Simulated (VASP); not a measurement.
Here is a VASP 6.6.1 calculation.

The input POSCAR:

```
Sb
1.0
    0.0000000000      3.4738768862      3.4738768862
    3.4738768862      0.0000000000      3.4738768862
    3.4738768862      3.4738768862      0.0000000000
Sb
2
Direct
    0.0000000000      0.0000000000      0.0000000000
    0.2500000000      0.2500000000      0.2500000000
```

The input INCAR.step1:

```
SYSTEM = Sb
  ALGO = Normal
  EDIFF = 1E-4
  ENCUT = 520
  GGA = PE
  ISMEAR = -1
  LASPH = .TRUE.
  LCHARG = .FALSE.
  LREAL = .FALSE.
  LWAVE = .TRUE.
  NBANDS = 12
  NELM = 60
  PREC = Accurate
  SIGMA = 0.1
```

INCAR.step2

```
SYSTEM = Sb
  ALGO = Normal
  EDIFF = 1E-7
  ENCUT = 520
  ISIF = 2
  ISMEAR = -1
  ISTART = 1
  LASPH = .TRUE.
  LCHARG = .FALSE.
  LMIXTAU = .TRUE.
  LREAL = .FALSE.
  LWAVE = .FALSE.
  METAGGA = R2SCAN
  NBANDS = 12
  NELM = 60
  PREC = Accurate
  SIGMA = 0.1
```

KPOINTS

```
k-points
0
G
  9 9 9
  0 0 0
```

Potentials or basis: VASP PAW PBE potentials, release 64 (Sb).

The run is started by

```bash
$ cat potpaw_PBE.64/Sb/POTCAR > POTCAR
$ cp INCAR.step1 INCAR
$ mpirun -np 1 vasp_std > vasp.out
$ cp INCAR.step2 INCAR
$ mpirun -np 1 vasp_std > vasp.out
```

**Question.** What does it give for the pressure?

**Answer.** 0.0 GPa.

**Question.** What does it give for the band gap on the k mesh?

**Answer.** Zero (band 5 reaches 4.45 eV, above the bottom of band 6 at 3.59 eV).

Caveat: the PAW data sets were made with another functional, which shifts forces and pressure a little; spin-orbit coupling is left out, which moves the levels of the heavy elements.
